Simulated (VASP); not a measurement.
# W (I4/mmm) in VASP: single point with PBE

Aim: the single point of W with PBE.

Program: VASP 6.6.1. These are calculated values, not measurements. Logs are shortened: lines on timing, memory, paths and dates and some standing lists are left out, and cuts for length are marked.

## 1. The cell of the first run

It takes space group I4/mmm (No. 139, tetragonal). Conventional cell: a = 3.688 Å, b = 3.688 Å, c = 2.397 Å, α = 90.00°, β = 90.00°, γ = 90.00°. W (site symmetry 4/mmm) has 10 W at 2.40 to 2.87 Å within 3.2 Å.

## 2. Single point, PBE

Input file INCAR:

```
PREC     = Accurate       # precision mode
ENCUT    = 520            # plane-wave cutoff, eV
EDIFF    = 1E-7           # SCF threshold, eV
ISMEAR   = 0              # smearing method
SIGMA    = 0.15           # smearing width, eV
LREAL    = False          # projectors in reciprocal space
LASPH    = True           # aspherical terms in the spheres
NELM     = 100            # most SCF steps
ALGO     = Fast           # electronic algorithm
ISIF     = 2              # what is computed and relaxed
LWAVE    = False          # write WAVECAR
LCHARG   = False          # write CHGCAR
GGA      = PE             # functional
NBANDS   = 13             # bands
```

Input file KPOINTS:

```
Automatic mesh
0
Gamma
  24 24 24
```

Input file POSCAR:

```
W
1.0
   -1.8439481549      1.8439481549      1.1985663007
    1.8439481549     -1.8439481549      1.1985663007
    1.8439481549      1.8439481549     -1.1985663007
W
1
Direct
    0.0000000000      0.0000000000      0.0000000000
```

Potentials or basis: VASP PAW PBE potentials, release 64 (W_sv).

Command:

```
$ cat potpaw_PBE.64/W_sv/POTCAR > POTCAR
$ mpirun -np 1 vasp_std > vasp.out
```

OUTCAR:

```text
PREC = Accurate
   ENCUT = 520
   EDIFF = 1E-7
   ISMEAR = 0
   LREAL = False
   LASPH = True
   NELM = 100
   ISIF = 2
   GGA = PE

 ion  position               nearest neighbor table
   1  0.000  0.000  0.000-

  LATTYP: Found a body centered tetragonal cell.
 ALAT       =     3.6878963098
 C/A-ratio  =     0.6500000000

  Lattice vectors:

 A1 = (  -1.8439481549,   1.8439481549,   1.1985663007)
 A2 = (   1.8439481549,  -1.8439481549,   1.1985663007)
 A3 = (   1.8439481549,   1.8439481549,  -1.1985663007)

Analysis of symmetry for initial positions (statically):
=====================================================================
 Subroutine PRICEL returns:
 Original cell was already a primitive cell.

 Routine SETGRP: Setting up the symmetry group for a
 body centered tetragonal supercell.

 Subroutine GETGRP returns: Found 16 space group operations
 (whereof 16 operations were pure point group operations)
 out of a pool of 16 trial point group operations.

The static configuration has the point symmetry D_4h.

Analysis of symmetry for dynamics (positions and initial velocities):
=====================================================================
 Subroutine PRICEL returns:
 Original cell was already a primitive cell.

 Routine SETGRP: Setting up the symmetry group for a
 body centered tetragonal supercell.

 Subroutine GETGRP returns: Found 16 space group operations
 (whereof 16 operations were pure point group operations)
 out of a pool of 16 trial point group operations.

The dynamic configuration has the point symmetry D_4h.

 Subroutine INISYM returns: Found 16 space group operations
 (whereof 16 operations are pure point group operations),
 and found     1 'primitive' translations

----------------------------------------------------------------------------------------

                                     Primitive cell

  volume of cell :      16.3012

  direct lattice vectors                    reciprocal lattice vectors
    -1.843948155  1.843948155  1.198566301     0.000000000  0.271157298  0.417165074
     1.843948155 -1.843948155  1.198566301     0.271157298  0.000000000  0.417165074
     1.843948155  1.843948155 -1.198566301     0.271157298  0.271157298  0.000000000

  length of vectors
     2.869991424  2.869991424  2.869991424     0.497546962  0.497546962  0.383474329

  position of ions in fractional coordinates (direct lattice)
     0.000000000  0.000000000  0.000000000

  ion indices of the primitive-cell ions
   primitive index   ion index
[... 77 lines left out ...]
   IBRION =     -1    ionic relax: 0-MD 1-quasi-New 2-CG
   NFREE  =      0    steps in history (QN), initial steepest desc. (CG)
   ISIF   =      2    stress and relaxation
   ISYM   =      2    0-nonsym 1-usesym 2-fastsym
   POTIM  = 0.5000    time-step for ionic-motion
   TEBEG  =    0.0;   TEEND  =   0.0 temperature during run
   PSTRESS=    0.0 pullay stress
   NELECT =      14.0000    total number of electrons
   NUPDOWN=      -1.0000    fix difference up-down
   EMIN   =  10.00;   EMAX   =-10.00  energy-range for DOS
   EFERMI =   0.00;   METHOD = LEGACY
   ISMEAR =     0;   SIGMA  =   0.15  broadening in eV -4-tet -1-fermi 0-gaus
   EFERMI_NEDOS =   21; number of points for ismear=-14 and -15
   IALGO  =     68    algorithm
   IMIX   =      4    mixing-type and parameters
     AMIX     =   0.40;   BMIX     =  1.00
     AMIX_MAG =   1.60;   BMIX_MAG =  1.00
  volume/ion in A,a.u.               =      16.30       110.01
  Fermi-wavevector in a.u.,A,eV,Ry     =   1.556125  2.940649 32.946829  2.421524
  Thomas-Fermi vector in A             =   2.659966
   LORBIT       =      0    0 simple, 1 ext, 2 COOP (PROOUT), +10 PAW based schemes
   GGA     = PE    functional components
   LHFCALC =     F    Hartree Fock is set to
   AEXX    =    0.0000 exact exchange contribution
   IVDW    =     0    specifies the selected vdW correction
   LEPSILON=     F    determine dielectric tensor
   LRPA    =     F    only Hartree local field effects (RPA)
 non-spin polarized calculation
 RMM-DIIS sequential band-by-band and
 Gauss-broadening in eV      SIGMA  =   0.15
  energy-cutoff  :      520.00
  volume of cell :       16.30
 maximum number of plane-waves:       454
 NGX is ok and might be reduce to    24
   NGX = 11   NGY = 11   NGZ = 11

 number of electron      13.9999999 magnetization

 Free energy of the ion-electron system (eV)
  ---------------------------------------------------
  ext. energy  EPLUGINS =         0.00000000
  ---------------------------------------------------
  free energy    TOTEN  =       -11.85316251 eV

  energy without entropy =      -11.84355726  energy(sigma->0) =      -11.84835989

 E-fermi :  11.1507     XC(G=0): -13.3723

 val. band max:       11.1475316579   @ k =  -0.3750   0.2083   0.0833
 cond. band min:      11.1569317205   @ k =  -0.2083  -0.4167   0.0417
 fundamental gap:      0.0094000626
 Fermi energy:        11.1506912963

 k-point     1 :       0.0000    0.0000    0.0000
  band No.  band energies     occupation
      1     -63.1138      2.00000
      2     -26.9476      2.00000
      3     -26.9476      2.00000
      4     -25.7426      2.00000
      5       1.6938      2.00000
      6       7.0580      2.00000
      7       7.9999      2.00000
      8      14.1414      0.00000
      9      14.1414      0.00000
     10      14.7479      0.00000
     11      23.9286      0.00000
     12      23.9286      0.00000
     13      33.3616      0.00000
[... 354 lines left out ...]
  band No.  band energies     occupation
      1     -62.7682      2.00000
      2     -28.6004      2.00000
      3     -27.0114      2.00000
      4     -26.9772      2.00000
      5       5.1546      2.00000
      6       6.3701      2.00000
      7      12.4878      0.00000
      8      13.5157      0.00000
      9      15.2777      0.00000
     10      16.7471      0.00000
     11      23.1845      0.00000
     12      23.9774      0.00000
     13      25.9831      0.00000

 [... further k-points ...]
[... 5 lines left out ...]
  --------------------------------------------------------------------------------------
  -------------------------------------------------------------------------------------
  Total       -0.4455178     -0.4455178      8.8794982      0.0000000      0.0000000      0.0000000
  in kB      -43.7881068    -43.7881068    872.7292690      0.0000000      0.0000000      0.0000000
  external PRESSURE =     261.7176851 kB  Pullay stress =       0.0000000 kB

 VOLUME and BASIS-vectors are now :
 -----------------------------------------------------------------------------
  energy-cutoff  :      520.00
  volume of cell :       16.30
      direct lattice vectors                 reciprocal lattice vectors
    -1.843948155  1.843948155  1.198566301     0.000000000  0.271157298  0.417165074
     1.843948155 -1.843948155  1.198566301     0.271157298  0.000000000  0.417165074
     1.843948155  1.843948155 -1.198566301     0.271157298  0.271157298  0.000000000

 POSITION                                       TOTAL-FORCE (eV/Angst)
 -----------------------------------------------------------------------------------
      0.00000      0.00000      0.00000         0.000000      0.000000     -0.000000
 -----------------------------------------------------------------------------------
    total drift:                                0.000000      0.000000      0.000000

  FREE ENERGIE OF THE ION-ELECTRON SYSTEM (eV)
  ---------------------------------------------------
  free  energy   TOTEN  =       -11.8531625061 eV

  energy  without entropy=      -11.8435572639  energy(sigma->0) =      -11.84835989
```

OSZICAR:

```text
N       E                     dE             d eps       ncg     rms          rms(c)
DAV:   1     0.874191073296E+02    0.87419E+02   -0.75002E+03 27749   0.122E+03
DAV:   2    -0.106273705417E+02   -0.98046E+02   -0.93981E+02 30838   0.318E+02
DAV:   3    -0.123469763338E+02   -0.17196E+01   -0.17119E+01 31048   0.409E+01
DAV:   4    -0.123545969996E+02   -0.76207E-02   -0.76205E-02 30388   0.300E+00
DAV:   5    -0.123546657725E+02   -0.68773E-04   -0.68773E-04 31213   0.270E-01    0.218E+01
RMM:   6    -0.119687903752E+02    0.38588E+00   -0.26584E-01 29956   0.503E+00    0.998E+00
RMM:   7    -0.118546699163E+02    0.11412E+00   -0.23721E-01 30422   0.482E+00    0.571E-01
RMM:   8    -0.118530273366E+02    0.16426E-02   -0.14980E-02 33795   0.136E+00    0.200E-01
RMM:   9    -0.118531270226E+02   -0.99686E-04   -0.27829E-03 33883   0.629E-01    0.105E-01
RMM:  10    -0.118531529072E+02   -0.25885E-04   -0.43996E-04 35119   0.244E-01    0.121E-02
RMM:  11    -0.118531599281E+02   -0.70209E-05   -0.11332E-04 35276   0.122E-01    0.568E-03
RMM:  12    -0.118531617774E+02   -0.18493E-05   -0.27150E-05 35640   0.567E-02    0.175E-03
RMM:  13    -0.118531621412E+02   -0.36377E-06   -0.55711E-06 31209   0.253E-02    0.746E-04
RMM:  14    -0.118531624991E+02   -0.35795E-06   -0.16021E-06 26898   0.133E-02    0.572E-04
RMM:  15    -0.118531625061E+02   -0.70027E-08   -0.34898E-07 23503   0.632E-03
   1 F= -.11853163E+02 E0= -.11848360E+02  d E =-.960524E-02
```

Run time: 87 s. Hardware: 1 thread of Intel Xeon 6975P-C (Granite Rapids), shared host; peak memory 0.32 GiB.

Results:

```yaml
Free_energy: -11.8532 eV
Pressure: 26.2 GPa
Band_gap_on_the_k_mesh: zero (band 7 reaches 15.56 eV, above the bottom of band 8 at 9.28 eV)
```

Stress tensor (GPa, compression positive):
```
-4.38  0.00  0.00
 0.00 -4.38  0.00
 0.00  0.00 87.27
```

Levels at points of the mesh, in eV from the Fermi level:
```csv
k point,band 5,band 6,band 7,band 8,band 9,band 10
"(0.00, 0.00, 0.00)",-9.46,-4.09,-3.15,2.99,2.99,3.60
"(0.50, 0.00, 0.00)",-6.04,-4.80,1.43,2.67,3.96,5.48
"(0.50, 0.50, 0.00)",-6.51,-2.99,-1.34,0.58,2.29,6.21
"(0.50, 0.50, 0.50)",-6.06,-5.83,4.41,4.41,5.51,5.83
```

Caveat: spin-orbit coupling is left out, which moves the levels of the heavy elements.
